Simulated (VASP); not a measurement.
Runs of VASP 6.6.1 on CoPdO2. The structure is trigonal, space group R-3m (No. 166). The conventional cell has a = 2.863 Å, b = 2.863 Å, c = 17.873 Å, α = 90.00°, β = 90.00°, γ = 120.00°. Pd (site symmetry -3m) has 2 O at 2.01 Å within 2.7 Å. Co (site symmetry -3m) has 6 O at 1.92 Å within 2.5 Å. Within 2.5 Å of O (site symmetry 3m) lie 3 Co at 1.92 Å and 1 Pd at 2.01 Å. 

```tsv
level	spin	fixed moment (μB)	k mesh	gap on the mesh (eV)	pressure (GPa)	moment (μB)	largest force (eV/Å)
PBE	collinear, ferromagnetic start	3.0	9 × 9 × 9	-	14.1	3.00	(b)
PBE	collinear, ferromagnetic start	4.0	9 × 9 × 9	-	(c)	4.00	2.27
PBEsol	off	-	11 × 11 × 11	none	(a)	-	0.19
PBE	off	-	11 × 11 × 11	none	-1.1	-	0.10
```

Alike in all rows: task single point; potentials or basis VASP PAW PBE potentials, release 64 (Pd, Co, O); cell as given; cutoff (eV) 520; smearing fermi-dirac 0.05 eV.

Problem. Estimate the missing entries.

Solution. (a) -10.8; (b) 1.56; (c) 19.5.

Caveats: the total moment is fixed, so each spin has its own Fermi level (some runs); a cell with one magnetic atom can't hold antiferromagnetic order, which such compounds often take (some runs); forces of over 1 eV/Å act on the atoms, so gaps and moduli don't describe the material at rest (some runs); an odd number of electrons without spin polarisation forces a metal (some runs); a magnetic or distorted state may lie lower (some runs); semilocal functionals often make such compounds metallic where correlation or magnetic order opens a gap, which also shifts bond lengths (some runs); the PAW data sets were made with another functional, which shifts forces and pressure a little (some runs).

A k mesh can miss the band edges, and the runs leave out spin-orbit coupling on Pd.

A gap of «none» marks levels without a gap at the run's occupations.
